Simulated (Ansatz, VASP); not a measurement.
Hf in VASP and in Ansatz

```xyz
2
Lattice="3.1548 0.0000 0.0000 0.0000 4.5472 0.0000 0.0000 0.0000 3.1541" Properties=species:S:1:pos:R:3 pbc="T T T"
Hf    0.0000    2.2736    2.3658
Hf    1.5774    0.0000    0.7883
```

Alike in both runs: functional PBE; k mesh 6 × 4 × 6; occupations gaussian, width 0.1 eV; no spin polarisation.

Ansatz relaxed the structure, and its values are those at the end. VASP's run is a single point on that final structure, the one shown.

|  | VASP | Ansatz |
| --- | --- | --- |
| version | VASP 6.6.1 | Ansatz 0.2.0 |
| potentials or method | VASP PAW PBE potentials, release 64 (Hf_pv), cutoff 520 eV | scalar-relativistic, plane waves, PAW |
| valence electrons in the cell | 20 | 52 |

Ansatz gave:

```
gap on the k mesh at the Fermi level (eV) : none
pressure (GPa)                            : 0.0
```

Problem. What did VASP give for the same quantities?

Solution. gap on the k mesh at the Fermi level (eV): none; pressure (GPa): -0.4.

A gap of «none» marks a metal or a gap that the smearing closes. With one functional, cell and mesh, what is left measures potentials, basis and numerics. VASP's potentials hold 20 valence electrons a cell and Ansatz's 52, so a difference there can come from the potentials and not from the codes.

Neither program's run includes spin-orbit coupling.
